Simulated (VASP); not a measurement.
# Mg9O8 (a cell with a defect) in VASP: single point with PBE

Aim: the single point of Mg9O8 (a cell with a defect) with PBE.

All numbers are computed with VASP 6.6.1; they aren't measurements. Logs are shortened: lines on timing, memory, paths and dates and some standing lists are left out, and cuts for length are marked.

## Step 1: The cell of the first run

The cell holds a defect, 17 atoms: a = 6.159 Å, b = 6.159 Å, c = 6.159 Å, α = 60.00°, β = 60.00°, γ = 60.00°.

## Step 2: Single point, PBE

Input file INCAR:

```
SYSTEM = Mg9O8
  PREC = Accurate
  ENCUT = 520
  EDIFF = 1E-6
  ISMEAR = -1
  SIGMA = 0.02
  LREAL = Auto
  LASPH = .True.
  NELM = 60
  ALGO = Normal
  ISIF = 2
  LWAVE = .False.
  LCHARG = .False.
  GGA = PE
  NBANDS = 47
```

Input file KPOINTS:

```
Automatic mesh
0
Gamma
  2 2 2
  0 0 0
```

Input file POSCAR:

```
Mg9O8
1.0
    0.0000000000      4.3550000000      4.3550000000
    4.3550000000      0.0000000000      4.3550000000
    4.3550000000      4.3550000000      0.0000000000
Mg O
9 8
Direct
   -0.0204646376      0.0642023837     -0.0220399975
    0.0005138502     -0.0000808187      0.4997068259
   -0.0219353074      0.4757846612     -0.0239957895
   -0.0213940044      0.4764704373      0.5680234471
    0.5022922542     -0.0004501124     -0.0017897923
    0.5022245752     -0.0002861218      0.4998157798
    0.5540279844      0.4814640094     -0.0180081310
    0.5024026538      0.4988053043      0.4992535362
    0.1106677735      0.6258722602      0.1305025884
    0.2600874875      0.2454457642      0.2475792782
    0.2677330015      0.2438291392      0.7440369352
    0.2560386174      0.7474521230      0.2457196797
    0.2573250921      0.7481313096      0.7489275226
    0.7446821598      0.2462377764      0.2620846829
    0.7448472901      0.2463150301      0.7465932773
    0.7318220508      0.7585306723      0.2553859259
    0.7444772590      0.7621473819      0.7464795311
```

Potentials or basis: VASP PAW PBE potentials, release 64 (Mg, O).

The run is started by

```console
> cat potpaw_PBE.64/Mg/POTCAR potpaw_PBE.64/O/POTCAR > POTCAR
> mpirun -np 1 vasp_std > vasp.out
```

OUTCAR:

```text
SYSTEM = Mg9O8
   PREC = Accurate
   ENCUT = 520
   EDIFF = 1E-6
   ISMEAR = -1
   LREAL = Auto
   LASPH = .True.
   NELM = 60
   ISIF = 2
   GGA = PE

 ion  position               nearest neighbor table
   1  0.980  0.064  0.978-  15 2.05  14 2.05  11 2.06   9 2.21  12 2.39  13 2.39  16 2.42   3 2.52
                             4 2.53   7 2.60   5 3.09   6 3.09   2 3.10   2 3.10   6 3.10   5 3.10
   2  0.001  1.000  0.500-  15 2.15  14 2.15  17 2.15  10 2.20  13 2.20  12 2.21   6 3.07   5 3.07
                             8 3.07   8 3.09   5 3.09   6 3.09   1 3.10   1 3.10   4 3.10   3 3.10
   3  0.978  0.476  0.976-  14 2.04  17 2.04  11 2.05   9 2.20  13 2.42  10 2.43  16 2.46   4 2.51
                             1 2.52   7 2.58   8 3.10   5 3.10   2 3.10   2 3.10   5 3.10   8 3.10
   4  0.979  0.476  0.568-  15 2.05  17 2.05  11 2.06   9 2.20  12 2.41  10 2.42  16 2.44   3 2.51
                             1 2.53   7 2.58   8 3.10   2 3.10   6 3.10   6 3.10   2 3.10   8 3.10
   5  0.502  1.000  0.998-  16 2.12  11 2.13  17 2.13  15 2.13  10 2.16  12 2.17   6 3.07   2 3.07
                             8 3.07   8 3.08   7 3.09   2 3.09   6 3.09   7 3.09   1 3.09   3 3.10
   6  0.502  1.000  0.500-  16 2.12  11 2.13  17 2.13  14 2.13  10 2.15  13 2.16   2 3.07   5 3.07
                             8 3.07   8 3.09   7 3.09   5 3.09   2 3.09   7 3.09   1 3.09   4 3.10
   7  0.554  0.481  0.982-  15 2.07  14 2.07  17 2.07   9 2.23  10 2.31  13 2.32  12 2.32   3 2.58
                             4 2.58   1 2.60   5 3.09   6 3.09   8 3.09   8 3.09   6 3.09   5 3.09
   8  0.502  0.499  0.499-  16 2.13  11 2.13  14 2.13  15 2.13  13 2.17  12 2.18   2 3.07   6 3.07
                             5 3.07   5 3.08   6 3.09   2 3.09   7 3.09   7 3.09   4 3.10   3 3.10
   9  0.111  0.626  0.131-  16 1.91  10 1.92  13 1.92  12 1.92   3 2.20   4 2.20   1 2.21   7 2.23
                             8 3.53   5 3.54   6 3.55   2 3.58   2 3.60   2 3.62   5 3.64   6 3.64
  10  0.260  0.245  0.248-   9 1.92   6 2.15   5 2.16   2 2.20   7 2.31   4 2.42   3 2.43
  11  0.268  0.244  0.744-   3 2.05   4 2.06   1 2.06   6 2.13   5 2.13   8 2.13
  12  0.256  0.747  0.246-   9 1.92   5 2.17   8 2.18   2 2.21   7 2.32   1 2.39   4 2.41
  13  0.257  0.748  0.749-   9 1.92   6 2.16   8 2.17   2 2.20   7 2.32   1 2.39   3 2.42
  14  0.745  0.246  0.262-   3 2.04   1 2.05   7 2.07   6 2.13   8 2.13   2 2.15
  15  0.745  0.246  0.747-   4 2.05   1 2.05   7 2.07   5 2.13   8 2.13   2 2.15
  16  0.732  0.759  0.255-   9 1.91   6 2.12   5 2.12   8 2.13   1 2.42   4 2.44   3 2.46
  17  0.744  0.762  0.746-   3 2.04   4 2.05   7 2.07   6 2.13   5 2.13   2 2.15

  LATTYP: Found a face centered cubic cell.
 ALAT       =     8.7100000000

  Lattice vectors:

 A1 = (   0.0000000000,   4.3550000000,   4.3550000000)
 A2 = (   4.3550000000,   0.0000000000,   4.3550000000)
 A3 = (   4.3550000000,   4.3550000000,   0.0000000000)

Analysis of symmetry for initial positions (statically):
=====================================================================
 Subroutine PRICEL returns:
 Original cell was already a primitive cell.
[... 151 lines left out ...]
   EFERMI_NEDOS =   21; number of points for ismear=-14 and -15
   IALGO  =     38    algorithm
   IMIX   =      4    mixing-type and parameters
     AMIX     =   0.40;   BMIX     =  1.00
     AMIX_MAG =   1.60;   BMIX_MAG =  1.00
  volume/ion in A,a.u.               =       9.72        65.58
  Fermi-wavevector in a.u.,A,eV,Ry     =   1.205752  2.278541 19.780665  1.453838
  Thomas-Fermi vector in A             =   2.341439
   LORBIT       =      0    0 simple, 1 ext, 2 COOP (PROOUT), +10 PAW based schemes
   GGA     = PE    functional components
   LHFCALC =     F    Hartree Fock is set to
   AEXX    =    0.0000 exact exchange contribution
   IVDW    =     0    specifies the selected vdW correction
   LEPSILON=     F    determine dielectric tensor
   LRPA    =     F    only Hartree local field effects (RPA)
 non-spin polarized calculation
  energy-cutoff  :      520.00
  volume of cell :      165.19
 maximum number of plane-waves:      4477
 NGX is ok and might be reduce to    48
   NGX = 23   NGY = 23   NGZ = 23

 number of electron      66.0000011 magnetization

 Free energy of the ion-electron system (eV)
  ---------------------------------------------------
  ext. energy  EPLUGINS =         0.00000000
  ---------------------------------------------------
  free energy    TOTEN  =       -84.85745433 eV

  energy without entropy =      -84.85500247  energy(sigma->0) =      -84.85622840

 E-fermi :   8.8322     XC(G=0): -10.9674

 val. band max:        8.7707579404   @ k =   0.0000   0.5000   0.0000
 cond. band min:       8.8877798988   @ k =   0.5000   0.0000   0.0000
 fundamental gap:      0.1170219584
 Fermi energy:         8.8322299272

 k-point     1 :       0.0000    0.0000    0.0000
  band No.  band energies     occupation
      1     -13.9974      2.00000
      2     -12.9568      2.00000
      3     -12.9393      2.00000
      4     -12.9388      2.00000
      5     -12.9290      2.00000
      6     -12.7028      2.00000
[... 373 lines left out ...]
     44      13.4521      0.00000
     45      13.7035      0.00000
 [bands above 45 left out]

------------------------ aborting loop because EDIFF is reached ----------------------------------------

  FORCE on cell =-STRESS in cart. coord.  units (eV):
  Direction    XX          YY          ZZ          XY          YZ          ZX
  --------------------------------------------------------------------------------------
  -------------------------------------------------------------------------------------
  Total       21.8696318     21.7851906     21.5628543      0.4126475     -0.1090816      0.2158103
  in kB      212.1082598    211.2892845    209.1328991      4.0021677     -1.0579556      2.0930918
  external PRESSURE =     210.8434811 kB  Pullay stress =       0.0000000 kB

 VOLUME and BASIS-vectors are now :
 -----------------------------------------------------------------------------
  energy-cutoff  :      520.00
  volume of cell :      165.19
      direct lattice vectors                 reciprocal lattice vectors
     0.000000000  4.355000000  4.355000000    -0.114810563  0.114810563  0.114810563
     4.355000000  0.000000000  4.355000000     0.114810563 -0.114810563  0.114810563
     4.355000000  4.355000000  0.000000000     0.114810563  0.114810563 -0.114810563

 POSITION                                       TOTAL-FORCE (eV/Angst)
 -----------------------------------------------------------------------------------
      4.53862      8.52489      4.54548         0.016343     -0.016506      0.015746
      6.53087      2.17846      4.35689         0.008547     -0.007038     -0.001947
      6.32254      8.50997      6.33151        -0.008131     -0.008089     -0.007930
      4.54877      6.73557      6.33686         0.010459      0.010623     -0.010646
      8.70025      6.53469      6.54052        -0.002599     -0.009613      0.009418
      6.53045      4.36389      6.54094         0.012423      0.005688      0.009936
[... 9 lines left out ...]
      4.41561      4.29929      6.49049         0.006861     -0.008627     -0.016097
      6.57007      6.49312      6.56135        -0.005239      0.002602     -0.015798
 -----------------------------------------------------------------------------------
    total drift:                               -0.000052     -0.001430     -0.002006

  FREE ENERGIE OF THE ION-ELECTRON SYSTEM (eV)
  ---------------------------------------------------
  free  energy   TOTEN  =       -84.8574543305 eV

  energy  without entropy=      -84.8550024703  energy(sigma->0) =      -84.85622840
```

OSZICAR:

```text
N       E                     dE             d eps       ncg     rms          rms(c)
DAV:   1     0.363018556160E+03    0.36302E+03   -0.32352E+04   752   0.128E+03
DAV:   2    -0.704308594652E+02   -0.43345E+03   -0.42165E+03   958   0.273E+02
DAV:   3    -0.979499831378E+02   -0.27519E+02   -0.27326E+02   913   0.717E+01
DAV:   4    -0.982100139557E+02   -0.26003E+00   -0.25887E+00   928   0.743E+00
DAV:   5    -0.982118582111E+02   -0.18443E-02   -0.18440E-02   878   0.639E-01    0.208E+01
DAV:   6    -0.851832406402E+02    0.13029E+02   -0.53659E+01   893   0.326E+01    0.646E+00
DAV:   7    -0.849972905488E+02    0.18595E+00   -0.12735E+00   850   0.551E+00    0.383E+00
DAV:   8    -0.848650651483E+02    0.13223E+00   -0.28799E-01   904   0.367E+00    0.622E-01
DAV:   9    -0.848566941108E+02    0.83710E-02   -0.32293E-02   953   0.913E-01    0.234E-01
DAV:  10    -0.848573600498E+02   -0.66594E-03   -0.68092E-03   880   0.381E-01    0.120E-01
DAV:  11    -0.848574155643E+02   -0.55514E-04   -0.95283E-04  1001   0.215E-01    0.479E-02
DAV:  12    -0.848574509857E+02   -0.35421E-04   -0.21139E-04   920   0.932E-02    0.147E-02
DAV:  13    -0.848574537276E+02   -0.27420E-05   -0.47532E-05   899   0.333E-02    0.989E-03
DAV:  14    -0.848574543305E+02   -0.60288E-06   -0.56132E-06   912   0.146E-02
   1 F= -.84857454E+02 E0= -.84856228E+02  d E =-.245186E-02
```

stdout:

```text
POSCAR found type information on POSCAR MgO
 POSCAR found :  2 types and      17 ions
 scaLAPACK will be used
 LDA part: xc-table for (Slater+PW92), standard interpolation
 POSCAR, INCAR and KPOINTS ok, starting setup
 FFT: planning ... GRIDC
 FFT: planning ... GRID_SOFT
 FFT: planning ... GRID
 WAVECAR not read
 entering main loop
```

Run time: 4.4 min. Hardware: 1 thread of Intel Xeon 8259CL, shared host; peak memory 0.33 GiB.

What came out:

| Item | Value |
| --- | --- |
| Free energy | -84.8575 eV |
| Pressure | 21.1 GPa |
| Largest force | 0.028 eV/Å |
| Band gap on the k mesh | zero (bands 33 and 34 overlap by 0.48 eV) |

Forces in eV/Å, atoms in the order of the input:
```
Mg   0.016 -0.017  0.016
Mg   0.009 -0.007 -0.002
Mg  -0.008 -0.008 -0.008
Mg   0.010  0.011 -0.011
Mg  -0.003 -0.010  0.009
Mg   0.012  0.006  0.010
Mg  -0.011  0.011  0.010
Mg  -0.005  0.007 -0.005
Mg  -0.002  0.002  0.006
O   -0.016  0.014 -0.007
O    0.004 -0.007 -0.016
O    0.012  0.019  0.013
O   -0.021 -0.011  0.011
O   -0.011 -0.013  0.002
O    0.011  0.010  0.003
O    0.007 -0.009 -0.016
O   -0.005  0.003 -0.016
```

Stress tensor (GPa, compression positive):
```
21.21  0.40  0.21
 0.40 21.13 -0.11
 0.21 -0.11 20.91
```

Caveat: the k points lie up to 0.62 Å⁻¹ apart.
